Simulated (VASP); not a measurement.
# SnTe (Fm-3m) in VASP: relaxation of cell and atoms with PBEsol

Aim: the relaxation of cell and atoms of SnTe with PBEsol.

Program: VASP 6.6.1. These are calculated values, not measurements. Logs are shortened: lines on timing, memory, paths and dates and some standing lists are left out, and cuts for length are marked.

## (1) The cell of the first run

Symmetry: Fm-3m, No. 225, cubic system. The conventional cell has a = 6.372 Å, b = 6.372 Å, c = 6.372 Å, α = 90.00°, β = 90.00°, γ = 90.00°. Within 4.2 Å of Sn (site symmetry m-3m) lie 6 Te at 3.19 Å. Te (site symmetry m-3m) has 6 Sn at 3.19 Å within 4.2 Å.

## (2) Relaxation of cell and atoms, PBEsol

File INCAR:

```
SYSTEM = SnTe
PREC = Accurate
ENCUT = 600
EDIFF = 1E-7
ISMEAR = 0
SIGMA = 0.1
LREAL = .False.
LASPH = .True.
NELM = 60
ALGO = Normal
ISIF = 3
LWAVE = .False.
LCHARG = .False.
GGA = PS
IBRION = 2
NSW = 100
EDIFFG = -0.005
```

File KPOINTS:

```
regular mesh
0
Gamma
  12 12 12
  0 0 0
```

File POSCAR:

```
SnTe
1.0
    0.0000000000      3.1858130663      3.1858130663
    3.1858130663      0.0000000000      3.1858130663
    3.1858130663      3.1858130663      0.0000000000
Sn Te
1 1
Direct
    0.0000000000      0.0000000000      0.0000000000
    0.5000000000      0.5000000000      0.5000000000
```

Potentials or basis: VASP PAW PBE potentials, release 64 (Sn_d, Te).

Command:

```
$ cat potpaw_PBE.64/Sn_d/POTCAR potpaw_PBE.64/Te/POTCAR > POTCAR
$ mpirun -np 1 vasp_std > vasp.out
```

OUTCAR:

```text
SYSTEM = SnTe
   PREC = Accurate
   ENCUT = 600
   EDIFF = 1E-7
   ISMEAR = 0
   LREAL = .False.
   LASPH = .True.
   NELM = 60
   ISIF = 3
   GGA = PS
   IBRION = 2
   NSW = 100
   EDIFFG = -0.005

 ion  position               nearest neighbor table
   1  0.000  0.000  0.000-   2 3.19   2 3.19   2 3.19   2 3.19   2 3.19   2 3.19
   2  0.500  0.500  0.500-   1 3.19   1 3.19   1 3.19   1 3.19   1 3.19   1 3.19

  LATTYP: Found a face centered cubic cell.
 ALAT       =     6.3716261326

  Lattice vectors:

 A1 = (   0.0000000000,   3.1858130663,   3.1858130663)
 A2 = (   3.1858130663,   0.0000000000,   3.1858130663)
 A3 = (   3.1858130663,   3.1858130663,   0.0000000000)

Analysis of symmetry for initial positions (statically):
=====================================================================
 Subroutine PRICEL returns:
 Original cell was already a primitive cell.

 Routine SETGRP: Setting up the symmetry group for a
 face centered cubic supercell.

 Subroutine GETGRP returns: Found 48 space group operations
 (whereof 48 operations were pure point group operations)
 out of a pool of 48 trial point group operations.

The static configuration has the point symmetry O_h .

Analysis of symmetry for dynamics (positions and initial velocities):
=====================================================================
 Subroutine PRICEL returns:
 Original cell was already a primitive cell.

 Routine SETGRP: Setting up the symmetry group for a
 face centered cubic supercell.

 Subroutine GETGRP returns: Found 48 space group operations
 (whereof 48 operations were pure point group operations)
 out of a pool of 48 trial point group operations.

The dynamic configuration has the point symmetry O_h .

 Subroutine INISYM returns: Found 48 space group operations
 (whereof 48 operations are pure point group operations),
 and found     1 'primitive' translations

----------------------------------------------------------------------------------------

                                     Primitive cell

  volume of cell :      64.6682

  direct lattice vectors                    reciprocal lattice vectors
     0.000000000  3.185813066  3.185813066    -0.156945806  0.156945806  0.156945806
     3.185813066  0.000000000  3.185813066     0.156945806 -0.156945806  0.156945806
     3.185813066  3.185813066  0.000000000     0.156945806  0.156945806 -0.156945806

  length of vectors
     4.505420046  4.505420046  4.505420046     0.271838110  0.271838110  0.271838110

  position of ions in fractional coordinates (direct lattice)
     0.000000000  0.000000000  0.000000000
     0.500000000  0.500000000  0.500000000

  ion indices of the primitive-cell ions
   primitive index   ion index
                 1           1
                 2           2

----------------------------------------------------------------------------------------

 KPOINTS: regular mesh

Automatic generation of k-mesh.
 Grid dimensions read from file:
 generate k-points for:   12   12   12

 Generating k-lattice:

  Cartesian coordinates                     Fractional coordinates (reciprocal lattice)
    -0.013078817  0.013078817  0.013078817     0.083333333  0.000000000  0.000000000
     0.013078817 -0.013078817  0.013078817     0.000000000  0.083333333  0.000000000
     0.013078817  0.013078817 -0.013078817     0.000000000  0.000000000  0.083333333

  Length of vectors
     0.022653176  0.022653176  0.022653176

  Shift w.r.t. Gamma in fractional coordinates (k-lattice)
     0.000000000  0.000000000  0.000000000

 Subroutine IBZKPT returns following result:
 ===========================================

 Found     72 irreducible k-points:

 Following reciprocal coordinates:
            Coordinates               Weight
  0.000000  0.000000  0.000000      1.000000
  0.083333  0.000000  0.000000      8.000000
  0.166667  0.000000  0.000000      8.000000
  0.250000  0.000000  0.000000      8.000000
  0.333333  0.000000  0.000000      8.000000
  0.416667  0.000000  0.000000      8.000000
[... 16 lines left out ...]
  0.500000  0.166667  0.000000     24.000000
 -0.416667  0.166667  0.000000     24.000000
 [... further k-points ...]
   k-points           NKPTS =     72   k-points in BZ     NKDIM =     72   number of bands    NBANDS=     14
   number of dos      NEDOS =    301   number of ions     NIONS =      2
   total plane-waves  NPLWV =  46656
   dimension x,y,z NGX =    36 NGY =   36 NGZ =   36
   dimension x,y,z NGXF=    72 NGYF=   72 NGZF=   72
   ions per type =               1   1
   NGX,Y,Z   is equivalent  to a cutoff of  13.28, 13.28, 13.28 a.u.
   NGXF,Y,Z  is equivalent  to a cutoff of  26.57, 26.57, 26.57 a.u.
 SYSTEM =  SnTe
   PREC   = accura    normal or accurate (medium, high low for compatibility)
   ISTART =      0    job   : 0-new  1-cont  2-samecut
   ICHARG =      2    charge: 1-file 2-atom 10-const
   ISPIN  =      1    spin polarized calculation?
   LNONCOLLINEAR =      F non collinear calculations
   LSORBIT =      F    spin-orbit coupling
   LASPH  =      T    aspherical Exc in radial PAW
   ENCUT  =  600.0 eV  44.10 Ry    6.64 a.u.   9.00  9.00  9.00*2*pi/ulx,y,z
   NELM   =     60;   NELMIN=  2; NELMDL= -5     # of ELM steps
   EDIFF  = 0.1E-06   stopping-criterion for ELM
   LREAL  =      F    real-space projection
   EDIFFG = -.5E-02   stopping-criterion for IOM
   NSW    =    100    number of steps for IOM
   IBRION =      2    ionic relax: 0-MD 1-quasi-New 2-CG
   NFREE  =      1    steps in history (QN), initial steepest desc. (CG)
   ISIF   =      3    stress and relaxation
   ISYM   =      2    0-nonsym 1-usesym 2-fastsym
   POTIM  = 0.5000    time-step for ionic-motion
   TEBEG  =    0.0;   TEEND  =   0.0 temperature during run
   PSTRESS=    0.0 pullay stress
   NELECT =      20.0000    total number of electrons
   NUPDOWN=      -1.0000    fix difference up-down
   EMIN   =  10.00;   EMAX   =-10.00  energy-range for DOS
   EFERMI =   0.00;   METHOD = LEGACY
   ISMEAR =     0;   SIGMA  =   0.10  broadening in eV -4-tet -1-fermi 0-gaus
   EFERMI_NEDOS =   21; number of points for ismear=-14 and -15
   IALGO  =     38    algorithm
   IMIX   =      4    mixing-type and parameters
     AMIX     =   0.40;   BMIX     =  1.00
     AMIX_MAG =   1.60;   BMIX_MAG =  1.00
  volume/ion in A,a.u.               =      32.33       218.20
  Fermi-wavevector in a.u.,A,eV,Ry     =   1.107103  2.092121 16.676337  1.225676
  Thomas-Fermi vector in A             =   2.243612
   LORBIT       =      0    0 simple, 1 ext, 2 COOP (PROOUT), +10 PAW based schemes
   GGA     = PS    functional components
   LHFCALC =     F    Hartree Fock is set to
   AEXX    =    0.0000 exact exchange contribution
   IVDW    =     0    specifies the selected vdW correction
   LEPSILON=     F    determine dielectric tensor
   LRPA    =     F    only Hartree local field effects (RPA)
 conjugate gradient relaxation of ions
 non-spin polarized calculation
 Gauss-broadening in eV      SIGMA  =   0.10
  energy-cutoff  :      600.00
  volume of cell :       64.67
 maximum number of plane-waves:      2180
   NGX = 17   NGY = 17   NGZ = 17

--------------------------------------- Ionic step        1  -------------------------------------------

 number of electron      20.0000002 magnetization

 Free energy of the ion-electron system (eV)
  ---------------------------------------------------
  ext. energy  EPLUGINS =         0.00000000
  ---------------------------------------------------
  free energy    TOTEN  =        -8.32642089 eV

  energy without entropy =       -8.32617334  energy(sigma->0) =       -8.32629711

------------------------ aborting loop because EDIFF is reached ----------------------------------------

  FORCE on cell =-STRESS in cart. coord.  units (eV):
  Direction    XX          YY          ZZ          XY          YZ          ZX
  --------------------------------------------------------------------------------------
  -------------------------------------------------------------------------------------
  Total       -0.6756776     -0.6756776     -0.6756776     -0.0000000      0.0000000     -0.0000000
  in kB      -16.7401460    -16.7401460    -16.7401460     -0.0000000      0.0000000     -0.0000000
  external PRESSURE =     -16.7401460 kB  Pullay stress =       0.0000000 kB
[... 57 lines left out ...]
  energy  without entropy=       -8.3385496701  energy(sigma->0) =       -8.33860556

--------------------------------------- Ionic step        3  -------------------------------------------

 number of electron      19.9999998 magnetization

 Free energy of the ion-electron system (eV)
  ---------------------------------------------------
  ext. energy  EPLUGINS =         0.00000000
  ---------------------------------------------------
  free energy    TOTEN  =        -8.33970737 eV

  energy without entropy =       -8.33956493  energy(sigma->0) =       -8.33963615

 E-fermi :   6.8995     XC(G=0):  -9.6773

 val. band max:        6.8206439693   @ k =   0.5000   0.0000   0.0000
 cond. band min:       6.9791902072   @ k =   0.5000   0.0000   0.0000
 fundamental gap:      0.1585462379
 Fermi energy:         6.8994882865

 k-point     1 :       0.0000    0.0000    0.0000
  band No.  band energies     occupation
      1     -14.9086      2.00000
      2     -14.9086      2.00000
      3     -14.9014      2.00000
      4     -14.9014      2.00000
      5     -14.9014      2.00000
      6      -5.9866      2.00000
      7       2.1855      2.00000
      8       4.7277      2.00000
      9       4.7277      2.00000
     10       4.7277      2.00000
     11      10.2192      0.00000
     12      10.2192      0.00000
     13      10.2192      0.00000
     14      11.5805      0.00000
[... 375 lines left out ...]
 k-point    24 :      -0.4167    0.1667    0.0000
  band No.  band energies     occupation
      1     -14.9160      2.00000
      2     -14.9123      2.00000
      3     -14.8987      2.00000
      4     -14.8952      2.00000
      5     -14.8938      2.00000
      6      -4.5820      2.00000
      7      -1.2679      2.00000
      8       3.3203      2.00000
      9       4.5600      2.00000
     10       5.4861      2.00000
     11       7.9945      0.00000
     12       8.1123      0.00000
     13       9.9698      0.00000
     14      13.3475      0.00000

 [... further k-points ...]
[... 5 lines left out ...]
  --------------------------------------------------------------------------------------
  -------------------------------------------------------------------------------------
  Total        0.0027905      0.0027905      0.0027905      0.0000000      0.0000000      0.0000000
  in kB        0.0718640      0.0718640      0.0718640      0.0000000      0.0000000      0.0000000
  external PRESSURE =       0.0718640 kB  Pullay stress =       0.0000000 kB
[... 17 lines left out ...]
  FREE ENERGIE OF THE ION-ELECTRON SYSTEM (eV)
  ---------------------------------------------------
  free  energy   TOTEN  =        -8.3397073670 eV

  energy  without entropy=       -8.3395649258  energy(sigma->0) =       -8.33963615

 reached required accuracy - stopping structural energy minimisation
```

It took 4.1 min on 1 thread of Intel Xeon 8259CL, shared host; peak memory 0.27 GiB.

What came out:

```
Free energy                           : -8.3397 eV
Relaxed volume                        : 31.11 Å³/atom
Relaxed cell                          : a = 4.448 Å, b = 4.448 Å, c = 4.448 Å, α = 60.00°, β = 60.00°, γ = 60.00°
Space group after relaxing (to 0.1 Å) : Fm-3m (No. 225)
Energy gained by relaxing             : 6.6 meV/atom
Ionic steps                           : 3
Pressure after relaxing               : 0.0 GPa
Band gap on the k mesh                : 0.16 eV
```

The path:
| step | energy change (eV) | largest force (eV/Å) | pressure (GPa) | volume (Å³) |
| --- | --- | --- | --- | --- |
| 1 | 0.0000 | 0.0000 | -1.67 | 64.67 |
| 2 | -0.0122 | 0.0000 | 0.52 | 61.56 |
| 3 | -0.0133 | 0.0000 | 0.01 | 62.21 |

Final structure:
```xyz
2
Lattice="0.0000 3.1450 3.1450 3.1450 0.0000 3.1450 3.1450 3.1450 0.0000" Properties=species:S:1:pos:R:3 pbc="T T T"
Sn    0.0000    0.0000    0.0000
Te    3.1450    3.1450    3.1450
```

Caveat: semilocal functionals underestimate gaps, and a narrow one can read as zero; the PAW data sets were made with another functional, which shifts forces and pressure a little; spin-orbit coupling is left out, which moves the levels of the heavy elements.
